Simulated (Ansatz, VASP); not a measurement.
# I in VASP and in Ansatz

INCAR

```
SYSTEM = I
PREC = Accurate ; ENCUT = 520
EDIFF = 1E-6 ; ISMEAR = -1
SIGMA = 0.03 ; LREAL = .False.
LASPH = .True. ; NELM = 80
ALGO = Normal ; ISIF = 2
LWAVE = .False. ; LCHARG = .False.
GGA = CA ; NBANDS = 22
```

The input KPOINTS:

```
Automatic mesh
0
Gamma
  6 6 3
  0 0 0
```

POSCAR

```
I
1.0
    3.6275000000     -2.3975000000      0.0000000000
    3.6275000000      2.3975000000      0.0000000000
    0.0000000000      0.0000000000      9.7800000000
I
4
Direct
    0.8500000000      0.1500000000      0.1170000000
    0.6500000000      0.3500000000      0.6170000000
    0.1500000000      0.8500000000      0.8830000000
    0.3500000000      0.6500000000      0.3830000000
```

Input for Ansatz:

```yaml
crystal:
  lattice:
    - [3.6275, -2.3975, 0.0]
    - [3.6275, 2.3975, 0.0]
    - [0.0, 0.0, 9.78]
  atoms:
    - { symbol: I, position: [0.85, 0.15, 0.117] }
    - { symbol: I, position: [0.65, 0.35, 0.617] }
    - { symbol: I, position: [0.15, 0.85, 0.883] }
    - { symbol: I, position: [0.35, 0.65, 0.383] }
kpoints:
  mp_grid: { grid: [6, 6, 3] }
  band_path:
    path:
      - [0.0, 0.0, 0.0]
      - [0.5, 0.5, 0.0]
      - [0.3592049686, 0.6407950314, 0.0]
      - [-0.3592049686, 0.3592049686, 0.0]
      - [0.0, 0.0, 0.0]
      - [0.0, 0.0, 0.5]
      - [-0.3592049686, 0.3592049686, 0.5]
      - [0.3592049686, 0.6407950314, 0.5]
      - [0.5, 0.5, 0.5]
    npoints: 5
scf:
  occupations: { method: fermi_dirac, width: 0.03 }
hamiltonian:
  xc: lda
  pseudopotentials: { kind: all_electron, lapw: { basis_error: 0.0005 } }
output:
  forces: true
  stress: true
  eigenvalues: true
```

Alike in both runs: task single point; functional LDA; k mesh 6 × 6 × 3; occupations fermi-dirac, width 0.03 eV; no spin polarisation.

|  | VASP | Ansatz |
| --- | --- | --- |
| version | VASP 6.6.1 | Ansatz 0.2.0 |
| potentials or method | VASP PAW LDA potentials, release 64 (I), cutoff 520 eV | all-electron LAPW, scalar-relativistic |

```csv
,VASP,Ansatz,Ansatz less VASP
gap on the k mesh at the Fermi level (eV),1.17,1.18,+0.009
pressure (GPa),-1.2,-1.2,+0.01
"traceless stress, the component that is largest in VASP (GPa)",-0.54,-0.53,+0.005
rms of the force components (eV/Å),0.301,0.300,-0.0009
```

LDA's correlation is that of Perdew and Zunger in VASP and of Perdew and Wang (1992) in Ansatz. Atom by atom the forces differ by 0.001 eV/Å (rms over components). Ansatz ran all-electron here, and VASP with PAW potentials.

Spin-orbit coupling is off throughout.
